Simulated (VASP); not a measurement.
# Hf2Si (I4/mcm) in VASP: further runs, part 2 of 2

VASP 6.6.1.

## (5) Single point, PBEsol

Contents of INCAR:

```
PREC = Accurate ; ENCUT = 520
EDIFF = 1E-6 ; ISMEAR = 0
SIGMA = 0.1 ; LREAL = False
LASPH = True ; NELM = 80
ALGO = Fast ; ISIF = 2
LWAVE = False ; LCHARG = False
GGA = PS ; NBANDS = 33
```

Contents of KPOINTS:

```
regular mesh
0
Gamma
  10 10 10
```

Contents of POSCAR:

```
Hf2Si
1.0
   -3.2753522240      3.2753522240      2.5828233930
    3.2753522240     -3.2753522240      2.5828233930
    3.2753522240      3.2753522240     -2.5828233930
Hf Si
4 2
Direct
    0.8435136200      0.6564863800      0.5000000000
    0.3435136200      0.8435136200      0.1870272400
    0.1564863800      0.3435136200      0.5000000000
    0.6564863800      0.1564863800      0.8129727600
    0.7500000000      0.7500000000      0.0000000000
    0.2500000000      0.2500000000      0.0000000000
```

The run is started by

```
$ cat potpaw_PBE.64/Hf_pv/POTCAR potpaw_PBE.64/Si/POTCAR > POTCAR
$ mpirun -np 1 vasp_std > vasp.out
```

Run time: 8.5 min. Hardware: 1 thread of Intel Xeon 6975P-C (Granite Rapids), shared host; peak memory 0.44 GiB.

The run converged. Its results:

* Free energy: -58.2874 eV
* Pressure: -2.6 GPa
* Largest force: 0.035 eV/Å
* Band gap on the k mesh: zero (bands 24 and 25 overlap by 0.79 eV)

Forces on the atoms (eV/Å):
```
Hf   0.024 -0.024  0.000
Hf  -0.024 -0.024  0.000
Hf  -0.024  0.024  0.000
Hf   0.024  0.024  0.000
Si   0.000  0.000  0.000
Si   0.000  0.000  0.000
```

Stress tensor (GPa, compression positive):
```
-2.66  0.00  0.00
 0.00 -2.66  0.00
 0.00  0.00 -2.46
```

Levels at points of the mesh, in eV from the Fermi level:
| k point | band 21 | band 22 | band 23 | band 24 | band 25 | band 26 | band 27 | band 28 |
| --- | --- | --- | --- | --- | --- | --- | --- | --- |
| (0.00, 0.00, 0.00) | -1.27 | -1.27 | -0.99 | -0.91 | 2.01 | 2.06 | 2.08 | 2.53 |
| (0.50, 0.00, 0.00) | -0.73 | -0.73 | -0.52 | -0.52 | 0.19 | 0.19 | 1.97 | 1.97 |
| (0.50, 0.50, 0.00) | -1.44 | -1.08 | -0.65 | -0.44 | 1.30 | 1.34 | 1.66 | 2.13 |
| (0.50, 0.50, 0.50) | -0.89 | -0.45 | 0.01 | 0.32 | 0.36 | 0.36 | 1.33 | 1.42 |

Caveat: the PAW data sets were made with another functional, which shifts forces and pressure a little; spin-orbit coupling is left out, which moves the levels of the heavy elements.

## (6) Single point, PBEsol

Contents of INCAR:

```
SYSTEM = Hf2Si
PREC = Accurate
ENCUT = 520
EDIFF = 1E-6
ISMEAR = 0
SIGMA = 0.3
LREAL = .FALSE.
LASPH = .TRUE.
NELM = 80
ALGO = Fast
ISIF = 2
LWAVE = .FALSE.
LCHARG = .FALSE.
GGA = PS
NBANDS = 33
```

Contents of KPOINTS:

```
Automatic mesh
0
G
  10 10 10
  0 0 0
```

POSCAR is that of step 5.

Potentials or basis: VASP PAW PBE potentials, release 64 (Hf_pv, Si).

The run is started by

```
$ cat potpaw_PBE.64/Hf_pv/POTCAR potpaw_PBE.64/Si/POTCAR > POTCAR
$ mpirun -np 1 vasp_std > vasp.out
```

OUTCAR:

```text
SYSTEM = Hf2Si
   PREC = Accurate
   ENCUT = 520
   EDIFF = 1E-6
   ISMEAR = 0
   LREAL = .FALSE.
   LASPH = .TRUE.
   NELM = 80
   ISIF = 2
   GGA = PS

 ion  position               nearest neighbor table
   1  0.844  0.656  0.500-   6 2.79   5 2.79   5 2.79   6 2.79   3 2.90   3 3.11   3 3.11   4 3.30
                             2 3.30   4 3.30   2 3.30   4 3.50   2 3.50   2 3.50   4 3.50
   2  0.344  0.844  0.187-   5 2.79   6 2.79   6 2.79   5 2.79   4 2.90   4 3.11   4 3.11   1 3.30
                             3 3.30   3 3.30   1 3.30   1 3.50   3 3.50   1 3.50   3 3.50
   3  0.156  0.344  0.500-   5 2.79   6 2.79   6 2.79   5 2.79   1 2.90   1 3.11   1 3.11   4 3.30
                             2 3.30   4 3.30   2 3.30   4 3.50   2 3.50   4 3.50   2 3.50
   4  0.656  0.156  0.813-   5 2.79   6 2.79   6 2.79   5 2.79   2 2.90   2 3.11   2 3.11   1 3.30
                             3 3.30   3 3.30   1 3.30   1 3.50   3 3.50   1 3.50   3 3.50
   5  0.750  0.750  0.000-   6 2.58   6 2.58   2 2.79   4 2.79   4 2.79   2 2.79   1 2.79   1 2.79
                             3 2.79   3 2.79
   6  0.250  0.250  0.000-   5 2.58   5 2.58   2 2.79   4 2.79   4 2.79   2 2.79   3 2.79   1 2.79
                             1 2.79   3 2.79

  LATTYP: Found a body centered tetragonal cell.
 ALAT       =     6.5507044480
 C/A-ratio  =     0.7885635548
[... 200 lines left out ...]
  band No.  band energies     occupation
      1     -24.2899      2.00000
      2     -24.2822      2.00000
      3     -24.1670      2.00000
      4     -24.1670      2.00000
      5     -24.1315      2.00000
      6     -24.1315      2.00000
[... 853 lines left out ...]
     32      10.2365      0.00000
     33      10.3728      0.00000

 [... further k-points ...]

------------------------ aborting loop because EDIFF is reached ----------------------------------------

  FORCE on cell =-STRESS in cart. coord.  units (eV):
  Direction    XX          YY          ZZ          XY          YZ          ZX
  --------------------------------------------------------------------------------------
  -------------------------------------------------------------------------------------
  Total       -1.8619570     -1.8619570     -1.5212382      0.0000000     -0.0000000      0.0000000
  in kB      -26.9159372    -26.9159372    -21.9905998      0.0000000     -0.0000000      0.0000000
  external PRESSURE =     -25.2741581 kB  Pullay stress =       0.0000000 kB

 VOLUME and BASIS-vectors are now :
 -----------------------------------------------------------------------------
  energy-cutoff  :      520.00
  volume of cell :      110.83
      direct lattice vectors                 reciprocal lattice vectors
    -3.275352224  3.275352224  2.582823393     0.000000000  0.152655338  0.193586600
     3.275352224 -3.275352224  2.582823393     0.152655338  0.000000000  0.193586600
     3.275352224  3.275352224 -2.582823393     0.152655338  0.152655338  0.000000000

 POSITION                                       TOTAL-FORCE (eV/Angst)
 -----------------------------------------------------------------------------------
      1.02510      2.25026      2.58282         0.050985     -0.050985     -0.000000
      2.25026     -1.02510      2.58282        -0.050985     -0.050985      0.000000
      2.25026      1.02510      0.00000        -0.050985      0.050985      0.000000
      1.02510      4.30045     -0.00000         0.050985      0.050985     -0.000000
      0.00000      0.00000      3.87424         0.000000     -0.000000      0.000000
      0.00000      0.00000      1.29141         0.000000      0.000000      0.000000
 -----------------------------------------------------------------------------------
    total drift:                               -0.000000      0.000000     -0.000000

  FREE ENERGIE OF THE ION-ELECTRON SYSTEM (eV)
  ---------------------------------------------------
  free  energy   TOTEN  =       -58.3361175108 eV

  energy  without entropy=      -58.2225055419  energy(sigma->0) =      -58.27931153
```

stdout:

```text
POSCAR found type information on POSCAR HfSi
 POSCAR found :  2 types and       6 ions
 scaLAPACK will be used
 -----------------------------------------------------------------------------
|                                                                             |
|                                                                             |
|     You enforced a specific xc type in the INCAR file but a different       |
|     I HOPE YOU KNOW WHAT YOU ARE DOING!                                     |
|                                                                             |
 -----------------------------------------------------------------------------

 LDA part: xc-table for (Slater+PW92), standard interpolation
 POSCAR, INCAR and KPOINTS ok, starting setup
 FFT: planning ... GRIDC
 FFT: planning ... GRID_SOFT
 FFT: planning ... GRID
 WAVECAR not read
 entering main loop
```

Wall time 7.6 min (1 thread of Intel Xeon 6975P-C (Granite Rapids), shared host); peak memory 0.44 GiB.

Results:

| Quantity | Value |
| --- | --- |
| Free energy | -58.3361 eV |
| Pressure | -2.5 GPa |
| Largest force | 0.072 eV/Å |
| Band gap on the k mesh | zero (bands 24 and 25 overlap by 0.79 eV) |

Forces in eV/Å, atoms in the order of the input:
```
Hf   0.051 -0.051  0.000
Hf  -0.051 -0.051  0.000
Hf  -0.051  0.051  0.000
Hf   0.051  0.051  0.000
Si   0.000  0.000  0.000
Si   0.000  0.000  0.000
```

Levels at points of the mesh, in eV from the Fermi level:
```
           k point  band 21  band 22  band 23  band 24  band 25  band 26  band 27  band 28
(0.00, 0.00, 0.00)    -1.29    -1.29    -1.01    -0.92     2.00     2.04     2.07     2.51
(0.50, 0.00, 0.00)    -0.75    -0.75    -0.53    -0.53     0.18     0.18     1.95     1.95
(0.50, 0.50, 0.00)    -1.45    -1.10    -0.67    -0.45     1.28     1.33     1.64     2.12
(0.50, 0.50, 0.50)    -0.90    -0.47    -0.01     0.31     0.35     0.35     1.31     1.40
```

Caveat: so wide a smearing shifts energies and pressures; the PAW data sets were made with another functional, which shifts forces and pressure a little; spin-orbit coupling is left out, which moves the levels of the heavy elements.

## (7) Summary

| k mesh | smearing | further INCAR settings | gap on the mesh (eV) | pressure (GPa) | largest force (eV/Å) |
| --- | --- | --- | --- | --- | --- |
| 8 × 8 × 8 | gaussian 0.1 eV | ALGO = Fast; EDIFF = 1e-07; NBANDS = 33 | none | -2.6 | 0.03 |
| 8 × 8 × 8, shifted | gaussian 0.1 eV | ALGO = Fast; EDIFF = 1e-06; NBANDS = 33 | none | -2.6 | 0.04 |
| 10 × 10 × 10 | gaussian 0.1 eV | ALGO = Fast; EDIFF = 1e-06; NBANDS = 33 | none | -2.6 | 0.03 |
| 10 × 10 × 10 | gaussian 0.3 eV | ALGO = Fast; EDIFF = 1e-06; NBANDS = 33 | none | -2.5 | 0.07 |

Alike in all rows: task single point; level PBEsol; potentials or basis VASP PAW PBE potentials, release 64 (Hf_pv, Si); no spin polarisation; cell as given; cutoff (eV) 520.

Caveats: the PAW data sets were made with another functional, which shifts forces and pressure a little; spin-orbit coupling is left out, which moves the levels of the heavy elements; so wide a smearing shifts energies and pressures (at least some runs).

Total energies depend on the potentials used, so only differences within one code and one set of settings carry meaning.
